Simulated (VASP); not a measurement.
A run of VASP 6.6.1 is set up as follows.

File INCAR:

```
SYSTEM = TaN
PREC = Accurate
ENCUT = 520
EDIFF = 1E-6
ISMEAR = 0
SIGMA = 0.1
LREAL = .False.
LASPH = .True.
NELM = 60
ALGO = Normal
ISIF = 2
LWAVE = .False.
LCHARG = .False.
GGA = PE
NBANDS = 15
```

The input KPOINTS:

```
Automatic mesh
0
Gamma
  6 6 6
  0 0 0
```

The input POSCAR:

```
TaN
1.0
    2.9763241600      0.0000000000      0.0000000000
   -1.4881620800      2.5775723300      0.0000000000
    0.0000000000      0.0000000000      2.8077840500
Ta N
1 1
Direct
    0.3333333300      0.6666666700      0.4306278200
    0.0000000000      0.0000000000      0.0693721800
```

Potentials or basis: VASP PAW PBE potentials, release 64 (Ta_pv, N).

Launch:

```sh
$ cat potpaw_PBE.64/Ta_pv/POTCAR potpaw_PBE.64/N/POTCAR > POTCAR
$ mpirun -np 1 vasp_std > vasp.out
```

(1) Estimate the pressure.

(2) What does it give for the largest force?

(3) Estimate the band gap on the k mesh.

## Answers

(1) 38.1 GPa.

(2) 6.327 eV/Å.

(3) zero (bands 8 and 9 overlap by 0.59 eV).

Caveat: the k points lie up to 0.41 Å⁻¹ apart, too coarse for converged energies and pressures of a metal; spin-orbit coupling is left out, which moves the levels of the heavy elements; forces of over 1 eV/Å act on the atoms, so gaps and moduli don't describe the material at rest.
